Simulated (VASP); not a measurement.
Write the native input for VASP 6.6.1 that does the following.

| Quantity | Value |
| --- | --- |
| Task | single point |
| Functional | PBE |
| Potentials or basis | VASP PAW PBE potentials, release 64 (Mg, O) |
| Cutoff | 520 eV |
| k mesh | 2 × 2 × 2 |
| Occupations | gaussian, width 0.05 eV |
| Spin | no spin polarisation |
| Dipole correction | no |
| Further INCAR settings | LREAL = Auto; ALGO = Normal; EDIFF = 1e-06; NBANDS = 47 |

The structure of Mg9O8 (a cell with a defect) lies in POSCAR:

```
Mg9O8
1.0
    0.0000000000      4.3915000000      4.3915000000
    4.3915000000      0.0000000000      4.3915000000
    4.3915000000      4.3915000000      0.0000000000
Mg O
9 8
Direct
   -0.0015963794     -0.0028749858      0.0037949448
    0.0012158716      0.0021442559      0.5032630081
   -0.0098075828      0.4989846294      0.0013098030
   -0.0509405670      0.5171200046      0.5326545599
    0.5000553342     -0.0086478424      0.0000352955
    0.5204618012     -0.0515552772      0.5337461004
    0.4989594672      0.4984111351     -0.0724764887
    0.5359938518      0.5443611522      0.4996010475
    0.3962542411      0.3942519640      0.3555724695
    0.2578335421      0.2605043835      0.2420257315
    0.2453999772      0.2448400319      0.7402682455
    0.2307067061      0.7693650233      0.2604129568
    0.2366221109      0.7614701127      0.7456058294
    0.7709122168      0.2268336559      0.2586198338
    0.7595968348      0.2373684390      0.7446675396
    0.7609213253      0.7608741888      0.2400915405
    0.7529085734      0.7508798816      0.7592943186
```

One way to write it, as run:

INCAR

```
ALGO = Normal
EDIFF = 1E-6
ENCUT = 520
GGA = PE
ISIF = 2
ISMEAR = 0
LASPH = True
LCHARG = False
LREAL = Auto
LWAVE = False
NBANDS = 47
NELM = 60
PREC = Accurate
SIGMA = 0.05
```

KPOINTS

```
k-points
0
Gamma
  2 2 2
```

Potentials or basis: VASP PAW PBE potentials, release 64 (Mg, O).

Command:

```console
$ cat potpaw_PBE.64/Mg/POTCAR potpaw_PBE.64/O/POTCAR > POTCAR
$ mpirun -np 1 vasp_std > vasp.out
```

Results of the run:

```yaml
Pressure: 17.3 GPa
Largest_force: 0.185 eV/Å
Band_gap_on_the_k_mesh: zero (bands 33 and 34 overlap by 0.55 eV)
```

Caveat: the k points lie up to 0.62 Å⁻¹ apart, too coarse for converged energies and pressures of a metal.

Wall time 68 s on 1 thread of Intel(R) Xeon(R) 6975P-C (Granite Rapids), with other jobs on the host, peak memory 0.32 GiB.
